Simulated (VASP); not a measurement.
Crystal: Hf.

```
Hf
1.0
    -1.79289    1.79289    1.79289
     1.79289   -1.79289    1.79289
     1.79289    1.79289   -1.79289
Hf
1
Direct
  0.00000 0.00000 0.00000
```

Base run:

| Property | Result |
| --- | --- |
| Program | VASP 6.6.1 |
| Functional | PBEsol |
| Potentials or basis | VASP PAW PBE potentials, release 64 (Hf_pv) |
| Cutoff | 520 eV |
| k mesh | 10 × 10 × 10 |
| Occupations | fermi-dirac, width 0.05 eV |
| Spin | no spin polarisation |

Its results: band gap on the k mesh zero (band 5 reaches 5.70 eV, above the bottom of band 6 at 3.49 eV); pressure -7.7 GPa.

The run is repeated on the same cell with these changes: functional from PBEsol to r2SCANh; k mesh from 10 × 10 × 10 to 5 × 5 × 5. What comes out?

Band gap on the k mesh zero (band 5 reaches 6.35 eV, above the bottom of band 6 at 3.28 eV); pressure -2.7 GPa.

Several settings changed at once, so the effect can't be laid on one alone.

Caveats: some runs use coarse meshes; the PAW data sets were made with another functional, which shifts forces and pressure a little; spin-orbit coupling is left out, which moves the levels of the heavy elements.
